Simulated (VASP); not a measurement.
# Li2O (Fm-3m) in VASP: G0W0 quasiparticle levels with PBE

Aim: the G0W0 quasiparticle levels of Li2O with PBE.

All numbers are computed with VASP 6.6.1; they aren't measurements. Logs are shortened: lines on timing, memory, paths and dates and some standing lists are left out, and cuts for length are marked.

### Step 1. The cell of the first run

It takes space group Fm-3m (No. 225, cubic). The conventional cell has a = 4.573 Å, b = 4.573 Å, c = 4.573 Å, α = 90.00°, β = 90.00°, γ = 90.00°. Li (site symmetry -43m) has 4 O at 1.98 Å and 6 Li at 2.29 Å within 2.6 Å. Within 2.6 Å of O (site symmetry m-3m) lie 8 Li at 1.98 Å.

### Step 2. G0W0 quasiparticle levels, PBE

The input, POSCAR:

```
Li2O
1.0
    0.0000000000      2.2863690178      2.2863690178
    2.2863690178      0.0000000000      2.2863690178
    2.2863690178      2.2863690178      0.0000000000
Li O
2 1
Direct
    0.2500000000      0.2500000000      0.2500000000
    0.7500000000      0.7500000000      0.7500000000
    0.0000000000      0.0000000000      0.0000000000
```

The input, INCAR.step1:

```
PREC = Accurate
ENCUT = 500
EDIFF = 1E-8
ISMEAR = 0
SIGMA = 0.01
LREAL = False
LASPH = True
NELM = 80
ALGO = Normal
LWAVE = True
LCHARG = False
GGA = PE
```

The input, INCAR.step2:

```
PREC = Accurate
ENCUT = 500
EDIFF = 1E-8
ISMEAR = 0
SIGMA = 0.01
LREAL = False
LASPH = True
NELM = 1
ALGO = Exact
LWAVE = True
LCHARG = False
GGA = PE
NBANDS = 135
LOPTICS = True
ISTART = 1
```

The input, INCAR.step3:

```
PREC = Accurate
ENCUT = 500
EDIFF = 1E-8
ISMEAR = 0
SIGMA = 0.01
LREAL = False
LASPH = True
ALGO = EVGW0
LWAVE = False
LCHARG = False
GGA = PE
NELMGW = 1
NBANDS = 135
ENCUTGW = 180.0
NOMEGA = 96
PRECFOCK = Fast
ISTART = 1
NBANDSGW = 12
OMEGAMAX = 20
```

The input, KPOINTS:

```
regular mesh
0
Gamma
  6 6 6
```

Potentials or basis: VASP PAW PBE potentials, release 64 (Li_GW, O_GW).

On the command line:

```sh
> cat potpaw_PBE.64/Li_GW/POTCAR potpaw_PBE.64/O_GW/POTCAR > POTCAR
> cp INCAR.step1 INCAR
> mpirun -np 1 vasp_std > vasp.out
> cp INCAR.step2 INCAR
> mpirun -np 1 vasp_std > vasp.out
> cp INCAR.step3 INCAR
> mpirun -np 1 vasp_std > vasp.out
```

OUTCAR:

```text
PREC = Accurate
   ENCUT = 500
   EDIFF = 1E-8
   ISMEAR = 0
   LREAL = False
   LASPH = True
   GGA = PE
   NELMGW = 1
   ENCUTGW = 180.0
   PRECFOCK = Fast
   ISTART = 1

 ion  position               nearest neighbor table
   1  0.250  0.250  0.250-   3 1.98   3 1.98   3 1.98   3 1.98   2 2.29   2 2.29   2 2.29   2 2.29
                             2 2.29   2 2.29
   2  0.750  0.750  0.750-   3 1.98   3 1.98   3 1.98   3 1.98   1 2.29   1 2.29   1 2.29   1 2.29
                             1 2.29   1 2.29
   3  0.000  0.000  0.000-   2 1.98   2 1.98   2 1.98   1 1.98   1 1.98   1 1.98   2 1.98   1 1.98

  LATTYP: Found a face centered cubic cell.
 ALAT       =     4.5727380356

  Lattice vectors:

 A1 = (   0.0000000000,   2.2863690178,   2.2863690178)
 A2 = (   2.2863690178,   0.0000000000,   2.2863690178)
 A3 = (   2.2863690178,   2.2863690178,   0.0000000000)

Analysis of symmetry for initial positions (statically):
=====================================================================
 Subroutine PRICEL returns:
 Original cell was already a primitive cell.

 Routine SETGRP: Setting up the symmetry group for a
 face centered cubic supercell.

 Subroutine GETGRP returns: Found 48 space group operations
 (whereof 48 operations were pure point group operations)
 out of a pool of 48 trial point group operations.

The static configuration has the point symmetry O_h .

Analysis of symmetry for dynamics (positions and initial velocities):
=====================================================================
 Subroutine PRICEL returns:
 Original cell was already a primitive cell.

 Routine SETGRP: Setting up the symmetry group for a
 face centered cubic supercell.

 Subroutine GETGRP returns: Found 48 space group operations
 (whereof 48 operations were pure point group operations)
 out of a pool of 48 trial point group operations.

The dynamic configuration has the point symmetry O_h .

 Subroutine INISYM returns: Found 48 space group operations
 (whereof 48 operations are pure point group operations),
 and found     1 'primitive' translations

----------------------------------------------------------------------------------------

                                     Primitive cell

  volume of cell :      23.9039

  direct lattice vectors                    reciprocal lattice vectors
     0.000000000  2.286369018  2.286369018    -0.218687358  0.218687358  0.218687358
     2.286369018  0.000000000  2.286369018     0.218687358 -0.218687358  0.218687358
     2.286369018  2.286369018  0.000000000     0.218687358  0.218687358 -0.218687358

  length of vectors
     3.233414074  3.233414074  3.233414074     0.378777615  0.378777615  0.378777615

  position of ions in fractional coordinates (direct lattice)
     0.250000000  0.250000000  0.250000000
     0.750000000  0.750000000  0.750000000
     0.000000000  0.000000000  0.000000000

  ion indices of the primitive-cell ions
   primitive index   ion index
                 1           1
                 2           2
                 3           3

----------------------------------------------------------------------------------------

 KPOINTS: regular mesh

Automatic generation of k-mesh.
 Grid dimensions read from file:
 generate k-points for:    6    6    6

 Generating k-lattice:

  Cartesian coordinates                     Fractional coordinates (reciprocal lattice)
    -0.036447893  0.036447893  0.036447893     0.166666667  0.000000000  0.000000000
     0.036447893 -0.036447893  0.036447893     0.000000000  0.166666667  0.000000000
     0.036447893  0.036447893 -0.036447893     0.000000000  0.000000000  0.166666667

  Length of vectors
     0.063129603  0.063129603  0.063129603

  Shift w.r.t. Gamma in fractional coordinates (k-lattice)
     0.000000000  0.000000000  0.000000000

 Subroutine IBZKPT returns following result:
 ===========================================

 Found     16 irreducible k-points:

 Following reciprocal coordinates:
            Coordinates               Weight
  0.000000  0.000000  0.000000      1.000000
  0.166667  0.000000  0.000000      8.000000
  0.333333  0.000000  0.000000      8.000000
  0.500000  0.000000  0.000000      4.000000
  0.166667  0.166667  0.000000      6.000000
  0.333333  0.166667  0.000000     24.000000
[... 8 lines left out ...]
 -0.333333  0.333333  0.166667     24.000000
 -0.333333  0.500000  0.166667     12.000000
   k-points           NKPTS =     16   k-points in BZ     NKDIM =    216   number of bands    NBANDS=    135
   number of dos      NEDOS =    301   number of ions     NIONS =      3
   total plane-waves  NPLWV =  13824
   dimension x,y,z NGX =    24 NGY =   24 NGZ =   24
   dimension x,y,z NGXF=    48 NGYF=   48 NGZF=   48
   ions per type =               2   1
   NGX,Y,Z   is equivalent  to a cutoff of  12.34, 12.34, 12.34 a.u.
   NGXF,Y,Z  is equivalent  to a cutoff of  24.68, 24.68, 24.68 a.u.
 SYSTEM =  unknown system
   PREC   = accura    normal or accurate (medium, high low for compatibility)
   ISTART =      1    job   : 0-new  1-cont  2-samecut
   ICHARG =      0    charge: 1-file 2-atom 10-const
   ISPIN  =      1    spin polarized calculation?
   LNONCOLLINEAR =      F non collinear calculations
   LSORBIT =      F    spin-orbit coupling
   LASPH  =      T    aspherical Exc in radial PAW
   ENCUT  =  500.0 eV  36.75 Ry    6.06 a.u.   5.90  5.90  5.90*2*pi/ulx,y,z
   NELM   =     60;   NELMIN=  2; NELMDL=  0     # of ELM steps
   EDIFF  = 0.1E-07   stopping-criterion for ELM
   LREAL  =      F    real-space projection
   EDIFFG = 0.1E-06   stopping-criterion for IOM
   NSW    =      0    number of steps for IOM
   IBRION =     -1    ionic relax: 0-MD 1-quasi-New 2-CG
   NFREE  =      0    steps in history (QN), initial steepest desc. (CG)
   ISIF   =      0    stress and relaxation
   ISYM   =      3    0-nonsym 1-usesym 2-fastsym
   POTIM  = 0.5000    time-step for ionic-motion
   TEBEG  =    0.0;   TEEND  =   0.0 temperature during run
   PSTRESS=    0.0 pullay stress
   NELECT =       8.0000    total number of electrons
   NUPDOWN=      -1.0000    fix difference up-down
   EMIN   =  10.00;   EMAX   =-10.00  energy-range for DOS
   EFERMI =   0.00;   METHOD = LEGACY
   ISMEAR =     0;   SIGMA  =   0.01  broadening in eV -4-tet -1-fermi 0-gaus
   EFERMI_NEDOS =   21; number of points for ismear=-14 and -15
   IALGO  =     38    algorithm
   IMIX   =      4    mixing-type and parameters
     AMIX     =   0.40;   BMIX     =  1.00
     AMIX_MAG =   1.60;   BMIX_MAG =  1.00
  volume/ion in A,a.u.               =       7.97        53.77
  Fermi-wavevector in a.u.,A,eV,Ry     =   1.136620  2.147900 17.577425  1.291904
  Thomas-Fermi vector in A             =   2.273325
   LORBIT       =      0    0 simple, 1 ext, 2 COOP (PROOUT), +10 PAW based schemes
   GGA     = PE    functional components
   LHFCALC =     T    Hartree Fock is set to
   PRECFOCK=fast      Normal, Fast or Accurate (Low or Medium for compatibility)
   ENCUT4O =  -1.0   cutoff for four orbital integrals eV
   NKREDX  =     1    reduce k-point grid by
   NKREDY  =     1    reduce k-point grid by
   NKREDZ  =     1    reduce k-point grid by
   AEXX    =    1.0000 exact exchange contribution
   HFSCREEN=    0.0000 screening length (either q_TF or 0.3 A-1)
   HFSCREENC=   0.0000 screening length for correlation (either q_TF or 0.3 A-1)
   ENCUTFOCK=  -1.0 apply spherical cutoff to Coloumb kernel
   IVDW    =     0    specifies the selected vdW correction
   LEPSILON=     F    determine dielectric tensor
   LRPA    =     F    only Hartree local field effects (RPA)
   LRPAFORCE           =     F    calculate RPA forces
   ENCUTGW             = 180.0    cutoff for response function in eV
   ENCUTGWSOFT         = 144.0    soft cutoff for Coulomb kernel in GW response function in eV
   ENCUTLF             =  -1.0    cutoff for local field effects
   NELMGW              =     1    number of iterations in solving QP/BSE equation
   NELMHF              =     1    number of iterations in the inner HF iteration
   NKREDLFX            =     1    NKREDLFY  =   1   NKREDLFZ  =   1
 non-spin polarized calculation
 Gauss-broadening in eV      SIGMA  =   0.01
  energy-cutoff  :      500.00
  volume of cell :       23.90
 maximum number of plane-waves:       620
  NGX = 14; NGY = 14; NGZ = 14
   NGX = 11   NGY = 11   NGZ = 11
 maximum number of plane-waves:       138

 QP shifts <psi_nk| G(iteration)W_0 |psi_nk>: iteration 1
 for sc-GW calculations column KS-energies equals QP-energies in previous step
 and V_xc(KS)=  KS-energies - (<T + V_ion + V_H > + <T+V_H+V_ion>^1  + <V_x>^1)

 k-point   1 :       0.0000    0.0000    0.0000
  band No.  KS-energies  QP-energies   sigma(KS)   V_xc(KS)     V^pw_x(r,r')   Z            occupation Imag(sigma)

      1     -17.7554     -20.0772     -22.3110     -18.9989     -30.5857       0.7010       2.0000       1.0411
      2      -2.2051      -3.7219     -21.0254     -19.0486     -24.6458       0.7673       2.0000       0.0449
      3      -2.2051      -3.7219     -21.0254     -19.0486     -24.6458       0.7673       2.0000       0.0449
      4      -2.2051      -3.7219     -21.0254     -19.0486     -24.6458       0.7673       2.0000       0.0449
      5       3.3019       4.2574      -8.2489      -9.3959      -4.8683       0.8330       0.0000      -0.0472
      6       9.9293      11.3945      -6.4602      -8.2077      -2.5648       0.8385       0.0000      -0.0571
      7       9.9293      11.3945      -6.4602      -8.2077      -2.5648       0.8385       0.0000      -0.0571
      8       9.9293      11.3945      -6.4602      -8.2077      -2.5648       0.8385       0.0000      -0.0571
      9      17.1733      17.8872      -6.3409      -7.3026      -1.2426       0.7423       0.0000      -0.4728
     10      17.1733      17.8872      -6.3409      -7.3026      -1.2426       0.7423       0.0000      -0.4728
     11      17.1733      17.8872      -6.3409      -7.3026      -1.2426       0.7423       0.0000      -0.4728
     12      19.4805      20.5915      -7.5895      -8.9066      -2.8632       0.8435       0.0000      -0.5866

 k-point   2 :       0.1667    0.0000    0.0000
  band No.  KS-energies  QP-energies   sigma(KS)   V_xc(KS)     V^pw_x(r,r')   Z            occupation Imag(sigma)
[... 225 lines left out ...]
      1     -17.4304     -19.6955     -22.7144     -19.5667     -31.0281       0.7196       2.0000       1.0438
      2      -3.9912      -5.7183     -18.1538     -15.8828     -21.6891       0.7605       2.0000       0.0581
      3      -3.7835      -5.6010     -19.1166     -16.7095     -22.8687       0.7550       2.0000       0.0585
      4      -3.6839      -5.4266     -19.1404     -16.8384     -22.8387       0.7570       2.0000       0.0570
      5       4.3333       5.3377      -8.5184      -9.7326      -5.2384       0.8271       0.0000      -0.0497
      6       9.4011      10.8399      -8.3524     -10.1539      -4.1537       0.7987       0.0000      -0.0842
      7      11.9537      13.5470     -10.0145     -12.0460      -5.3798       0.7843       0.0000      -0.1818
      8      12.5913      14.1342     -10.5486     -12.5406      -5.7553       0.7746       0.0000      -0.2267
      9      14.9575      16.1911      -6.8921      -8.4281      -2.4853       0.8031       0.0000      -0.1264
     10      18.1602      19.5461      -6.7760      -8.4792      -2.0432       0.8137       0.0000      -0.3091
     11      20.2986      21.9594      -8.2591     -10.2002      -3.1605       0.8556       0.0000      -0.7873
     12      22.2890      24.1580      -6.7199      -9.0731      -2.0308       0.7942       0.0000      -0.3520
```

Run time: 3.1 min. Hardware: 1 thread of Intel Xeon 6975P-C (Granite Rapids), shared host; peak memory 0.57 GiB.

Results:

| Item | Value |
| --- | --- |
| Quasiparticle gap | 7.42 eV |
| Least direct quasiparticle gap | 7.98 eV |
| Band gap of the starting levels on the mesh | 5.04 eV |
| Least direct gap of the starting levels on the mesh | 5.51 eV |

Caveat: the k points lie up to 0.40 Å⁻¹ apart; bands, screening cutoff and mesh are small and nothing is extrapolated, so the quasiparticle values aren't converged.
